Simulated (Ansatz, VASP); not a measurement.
# One calculation of C, two programs

File INCAR:

```
SYSTEM = C
ALGO = Normal
EDIFF = 1E-6
ENCUT = 600
GGA = PS
GGA_COMPAT = .False.
ISIF = 2
ISMEAR = 0
LASPH = .True.
LCHARG = .False.
LREAL = .False.
LWAVE = .False.
NBANDS = 16
NELM = 120
PREC = Accurate
SIGMA = 0.15
```

KPOINTS

```
k-points
0
Gamma
  18 18 6
  0 0 0
```

POSCAR

```
C
1.0
    1.2294745828     -2.1290849001      0.0000000000
    1.2294745828      2.1290849001      0.0000000000
    0.0000000000      0.0000000000      7.3778161753
C
4
Direct
    0.0686813019      0.8620208035      0.7498447626
    0.5979620041      0.4713358905      0.2501553200
    0.9313186981      0.1379791965      0.2501552374
    0.4020379959      0.5286641095      0.7498446800
```

Input for Ansatz:

```yaml
crystal:
  lattice:
    - [1.2294745828, -2.1290849001, 0.0]
    - [1.2294745828, 2.1290849001, 0.0]
    - [0.0, 0.0, 7.3778161753]
  atoms:
    - { symbol: C, position: [0.0686813019, 0.8620208035, 0.7498447626] }
    - { symbol: C, position: [0.5979620041, 0.4713358905, 0.25015532] }
    - { symbol: C, position: [0.9313186981, 0.1379791965, 0.2501552374] }
    - { symbol: C, position: [0.4020379959, 0.5286641095, 0.74984468] }
basis:
  ecutwfc: 520.0
kpoints:
  mp_grid: { grid: [18, 18, 6] }
hamiltonian:
  xc: pbesol
  pseudopotentials: { kind: paw, azcp: { folder: soft_1 } }
scf:
  occupations: { method: gaussian, width: 0.15 }
output:
  forces: true
  stress: true
  eigenvalues: true
```

Change from the starting cell: mode 1 frozen in at -0.085 Å and mode 5 at -0.085 Å (largest displacements).

Alike in both runs: task single point; functional PBEsol; k mesh 18 × 18 × 6; occupations gaussian, width 0.15 eV; no spin polarisation.

|  | VASP | Ansatz |
| --- | --- | --- |
| version | VASP 6.6.1 | Ansatz 0.2.0 |
| potentials or method | VASP PAW PBE potentials, release 64 (C), cutoff 600 eV | scalar-relativistic, plane waves, PAW |
| valence electrons in the cell | 16 | 16 |

Ansatz gave:

- gap on the k mesh at the Fermi level (eV): none
- pressure (GPa): 0.0
- traceless stress, the component that is largest in VASP (GPa): 0.01

Task: Which values does VASP return?

Result: gap on the k mesh at the Fermi level (eV): none; pressure (GPa): 0.3; traceless stress, the component that is largest in VASP (GPa): -0.57.

VASP's potentials were made for PBE, not for PBEsol, and Ansatz warns of the same on its side. A gap of «none» marks a metal or a gap that the smearing closes. The functional is the same, so the differences come from potentials, cutoffs and numerics.
